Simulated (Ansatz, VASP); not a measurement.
# One calculation of TaGe3W2, two programs

```
Ta Ge W
1.0
     3.63843    0.00000    0.00000
     0.00000    3.63843    0.00000
     0.00000    0.00000   10.08499
Ta Ge W
1 3 2
Direct
  0.00000 0.00000 0.00000
  0.00000 0.00000 0.25778
  0.00000 0.00000 0.74222
  0.50000 0.50000 0.00000
  0.00000 0.00000 0.50000
  0.50000 0.50000 0.50000
```

Alike in both runs: functional PBE; k mesh 10 × 10 × 4; occupations gaussian, width 0.1 eV; no spin polarisation.

Ansatz relaxed the structure, and its values are those at the end. VASP's run is a single point on that final structure, the one shown.

```csv
,VASP,Ansatz
version,VASP 6.6.1,Ansatz 0.2.0
potentials or method,"VASP PAW PBE potentials, release 64 (Ta_pv, Ge_d, W_sv), cutoff 520 eV","scalar-relativistic, plane waves, PAW"
valence electrons in the cell,81,83
```

Ansatz gave:

| Quantity | Value |
| --- | --- |
| gap on the k mesh at the Fermi level (eV) | none |
| pressure (GPa) | 0.0 |

Task: Estimate VASP's values.

Result: gap on the k mesh at the Fermi level (eV): none; pressure (GPa): 0.2.

A gap of «none» marks a metal or a gap that the smearing closes. VASP's potentials hold 81 valence electrons a cell and Ansatz's 83, so a difference there can come from the potentials and not from the codes.

Neither program's run includes spin-orbit coupling.
